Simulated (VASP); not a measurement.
Write the native input for VASP 6.6.1 that does the following.

```yaml
Task: single point
Functional: PBE
Potentials_or_basis: VASP PAW PBE potentials, release 64 (Sn_d, Pb_d, S)
Cutoff: 520 eV
k_mesh: 4 × 4 × 4
Occupations: gaussian, width 0.1 eV
Spin: no spin polarisation
Dipole_correction: no
Further_INCAR_settings: ALGO = Normal; EDIFF = 1e-07; NBANDS = 50
```

The structure of Sn3PbS4 lies in POSCAR:

```
Sn3PbS4
1.0
    5.9405139700      0.0000000000      0.0000000000
    0.0000000000      5.9405139700      0.0000000000
    0.0000000000      0.0000000000      5.9405139700
Sn Pb S
3 1 4
Direct
    0.0000000000      0.5000000000      0.5000000000
    0.5000000000      0.5000000000      0.0000000000
    0.5000000000      0.0000000000      0.5000000000
    0.0000000000      0.0000000000      0.0000000000
    0.5000000000      0.0000000000      0.0000000000
    0.0000000000      0.0000000000      0.5000000000
    0.5000000000      0.5000000000      0.5000000000
    0.0000000000      0.5000000000      0.0000000000
```

These files were run (other wordings do the same):

INCAR

```
SYSTEM = Sn3PbS4
ALGO = Normal
EDIFF = 1E-7
ENCUT = 520
GGA = PE
ISIF = 2
ISMEAR = 0
LASPH = .True.
LCHARG = .True.
LELF = .True.
LREAL = .False.
LVHAR = .True.
LWAVE = .False.
NBANDS = 50
NELM = 100
PREC = Accurate
SIGMA = 0.1
```

KPOINTS

```
k-points
0
Gamma
  4 4 4
  0 0 0
```

Potentials or basis: VASP PAW PBE potentials, release 64 (Sn_d, Pb_d, S).

The run is started by

```console
$ cat potpaw_PBE.64/Sn_d/POTCAR potpaw_PBE.64/Pb_d/POTCAR potpaw_PBE.64/S/POTCAR > POTCAR
$ mpirun -np 1 vasp_std > vasp.out
```

It gave:

The pressure is -1.3 GPa and the band gap on the k mesh is zero (filled and empty bands touch).

Caveat: spin-orbit coupling is left out, which moves the levels of the heavy elements.

Wall time 2.2 min on 1 thread of Intel(R) Xeon(R) Platinum 8488C (Sapphire Rapids), on a shared host, peak memory 0.36 GiB.
